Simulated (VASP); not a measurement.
Wanted: the native input for a VASP 6.6.1 run.

* Task: single point
* Functional: PBE
* Potentials or basis: VASP PAW PBE potentials, release 64 (Ti_sv, Te)
* Cutoff: 520 eV
* k mesh: 12 × 12 × 8
* Occupations: gaussian, width 0.15 eV
* Spin: no spin polarisation
* Dipole correction: no
* Further INCAR settings: ALGO = Normal; EDIFF = 1e-06; NBANDS = 19

The structure of TiTe2 lies in POSCAR:

```
TiTe2
1.0
    3.5881508432      0.0000000000      0.0000000000
   -1.7940754216      3.1074297828      0.0000000000
    0.0000000000      0.0000000000      6.6604500000
Ti Te
1 2
Direct
    0.0000000000      0.0000000000      0.0000000000
    0.6666666667      0.3333333333      0.2628000000
    0.3333333333      0.6666666667      0.7372000000
```

This cell differs from its parent crystal: strain -0.050 along x and y, +0.025 along z.

One way to write it, as run:

INCAR

```
ALGO     = Normal         # electronic algorithm
EDIFF    = 1E-6           # SCF threshold, eV
ENCUT    = 520            # plane-wave cutoff, eV
GGA      = PE             # functional
ISIF     = 2              # what is computed and relaxed
ISMEAR   = 0              # smearing method
LASPH    = True           # aspherical terms in the spheres
LCHARG   = True           # write CHGCAR
LELF     = True           # ELF
LREAL    = False          # projectors in reciprocal space
LVHAR    = True         
LWAVE    = False          # write WAVECAR
NBANDS   = 19             # bands
NELM     = 100            # most SCF steps
PREC     = Accurate       # precision mode
SIGMA    = 0.15           # smearing width, eV
```

KPOINTS

```
k-points
0
Gamma
  12 12 8
```

Potentials or basis: VASP PAW PBE potentials, release 64 (Ti_sv, Te).

The run is started by

```sh
$ cat potpaw_PBE.64/Ti_sv/POTCAR potpaw_PBE.64/Te/POTCAR > POTCAR
$ mpirun -np 1 vasp_std > vasp.out
```

Results of the run:

The pressure is 6.5 GPa and the largest force is 0.433 eV/Å. The band gap on the k mesh is zero (bands 12 and 13 overlap by 0.92 eV).

Caveat: the cell differs from its parent crystal (strain -0.050 along x and y, +0.025 along z); the cell stands under pressure; spin-orbit coupling is left out, which moves the levels of the heavy elements; this functional lacks dispersion, which binds the layers, so the pressure and a relaxed spacing across them are unreliable.

Wall time 5.1 min on 1 thread of Intel Xeon 8259CL (shared host), peak memory 0.32 GiB.
